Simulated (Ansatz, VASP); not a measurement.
# Two plane-wave programs on HfSi

```
CELL_PARAMETERS angstrom
0.00000 2.95996 2.95996
2.95996 0.00000 2.95996
2.95996 2.95996 0.00000
ATOMIC_POSITIONS crystal
Hf 0.00000 0.00000 0.00000
Si 0.25000 0.25000 0.25000
```

Alike in both runs: task single point; functional PBEsol; k mesh 6 × 6 × 6; occupations gaussian, width 0.05 eV; no spin polarisation.

```csv
,VASP,Ansatz
version,VASP 6.6.1,Ansatz 0.2.0
potentials or method,"VASP PAW PBE potentials, release 64 (Hf_pv, Si), cutoff 520 eV","scalar-relativistic, plane waves, PAW"
valence electrons in the cell,14,30
```

```tsv
	VASP	Ansatz	Ansatz less VASP
gap on the k mesh at the Fermi level (eV)	none	none	-
pressure (GPa)	2.2	2.2	+0.01
```

VASP's potentials were made for PBE, not for PBEsol. A gap of «none» marks a metal or a gap that the smearing closes. With one functional, cell and mesh, what is left measures potentials, basis and numerics. VASP's potentials hold 14 valence electrons a cell and Ansatz's 30, so a difference there can come from the potentials and not from the codes.

Spin-orbit coupling is off throughout.
